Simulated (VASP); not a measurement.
Crystal: Mn2SiO6.

```
Mn Si O
1.0
     0.00000    3.47196    3.47196
     3.47196    0.00000    3.47196
     3.47196    3.47196    0.00000
Mn Si O
2 1 6
Direct
  0.25000 0.25000 0.25000
  0.75000 0.75000 0.75000
  0.00000 0.00000 0.00000
  0.75000 0.25000 0.25000
  0.25000 0.75000 0.75000
  0.25000 0.75000 0.25000
  0.75000 0.25000 0.75000
  0.25000 0.25000 0.75000
  0.75000 0.75000 0.25000
```

| Quantity | Value |
| --- | --- |
| Program | VASP 6.6.1 |
| Task | relaxation of cell and atoms |
| Functional | PBE |
| Potentials or basis | VASP PAW PBE potentials, release 64 (Mn_pv, Si, O) |
| Cutoff | 600 eV |
| k mesh | 4 × 4 × 4 |
| Occupations | gaussian, width 0.1 eV |
| Spin | collinear spin, ferromagnetic start |
| Starting moments | [4.0, 4.0, 0.0, 0.0, 0.0, 0.0, 0.0, 0.0, 0.0] μB |

At the start: pressure 2.6 GPa; volume 9.30 Å³/atom.

Question: Where does the relaxation end?

Answer: Over 5 steps the energy falls by 15.4 meV/atom and the volume is 9.75 Å³/atom (+4.9 %); space group Fm-3m (No. 225, to 0.05 Å); moment 6.00 μB per cell.

The path:
| step | energy change (eV) | largest force (eV/Å) | pressure (GPa) | volume (Å³) |
| --- | --- | --- | --- | --- |
| 1 | 0.0000 | 0.8428 | 2.64 | 83.71 |
| 2 | -0.1115 | 0.2570 | 3.89 | 85.58 |
| 3 | -0.1119 | 0.1842 | 3.97 | 85.46 |
| 4 | -0.1316 | 0.1477 | -1.93 | 89.02 |
| 5 | -0.1382 | 0.0358 | -0.04 | 87.79 |

Final structure:
```
Mn Si O
1.0
     0.00000    3.52755    3.52755
     3.52755    0.00000    3.52755
     3.52755    3.52755    0.00000
Mn Si O
2 1 6
Cartesian
  1.7638 1.7638 1.7638
  5.2913 5.2913 5.2913
  0.0000 0.0000 0.0000
  1.7218 3.5276 3.5276
  5.3333 3.5276 3.5276
  3.5276 1.7218 3.5276
  3.5276 5.3333 3.5276
  3.5276 3.5276 1.7218
  3.5276 3.5276 5.3333
```

Caveat: the k points lie up to 0.39 Å⁻¹ apart in the final cell; only a ferromagnetic start was run, and an antiferromagnetic order may lie lower in energy.
